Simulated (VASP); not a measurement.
## MgS: single point with PBE

MgS:

```
Mg S
1.0
     0.00000    2.84863    2.84863
     2.84863    0.00000    2.84863
     2.84863    2.84863    0.00000
Mg S
1 1
Direct
  0.00000 0.00000 0.00000
  0.25000 0.25000 0.25000
```

- Program: VASP 6.6.1
- Task: single point
- Functional: PBE
- Potentials or basis: VASP PAW PBE potentials, release 64 (Mg, S)
- Cutoff: 600 eV
- k mesh: 8 × 8 × 8
- Occupations: gaussian, width 0.02 eV
- Spin: no spin polarisation
- Dipole correction: no
- Further INCAR settings: ALGO = Normal; EDIFF = 1e-06; NBANDS = 11

```json
{"Pressure": "-0.1 GPa", "Band gap on the k mesh": "3.37 eV, direct"}
```

Levels at points of the mesh, in eV from the valence-band top:
| k point | band 1 | band 2 | band 3 | band 4 | band 5 | band 6 | band 7 | band 8 | band 9 |
| --- | --- | --- | --- | --- | --- | --- | --- | --- | --- |
| (0.00, 0.00, 0.00) | -11.21 | 0.00 | 0.00 | 0.00 | 3.37 | 7.90 | 7.90 | 7.90 | 10.79 |
| (0.50, 0.00, 0.00) | -10.55 | -3.06 | -0.32 | -0.32 | 5.05 | 7.61 | 7.61 | 8.52 | 12.74 |
| (0.50, 0.50, 0.00) | -10.34 | -2.76 | -1.01 | -1.01 | 3.90 | 5.62 | 10.98 | 12.14 | 12.14 |

It took 18 s on 1 thread of Intel Xeon 8259CL, with other jobs on the host, peak memory 0.18 GiB.

A hybrid or GW would open this gap; PBE tends to underestimate it.
